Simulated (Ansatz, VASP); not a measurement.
## BP in VASP and in Ansatz

```
CELL_PARAMETERS angstrom
0.00000 2.26832 2.26832
2.26832 0.00000 2.26832
2.26832 2.26832 0.00000
ATOMIC_POSITIONS crystal
B 0.00000 0.00000 0.00000
P 0.25000 0.25000 0.25000
```

Alike in both runs: task single point; functional HSE06; k mesh 6 × 6 × 6; no spin polarisation.

|  | VASP | Ansatz |
| --- | --- | --- |
| version | VASP 6.6.1 | Ansatz 0.2.0 |
| potentials or method | VASP PAW PBE potentials, release 64 (B, P) | plane waves, PAW |
| plane-wave cutoff (eV) | 520 | 420 |
| occupations | gaussian, width 0.01 eV | fixed |
| valence electrons in the cell | 8 | 8 |

|  | VASP | Ansatz | Ansatz less VASP |
| --- | --- | --- | --- |
| gap on the k mesh at the Fermi level (eV) | 2.06 | 2.06 | +0.004 |
| pressure (GPa) | -1.9 | -1.3 | +0.56 |

Ansatz's warnings: stress exchange threshold loose, stress scf threshold loose.
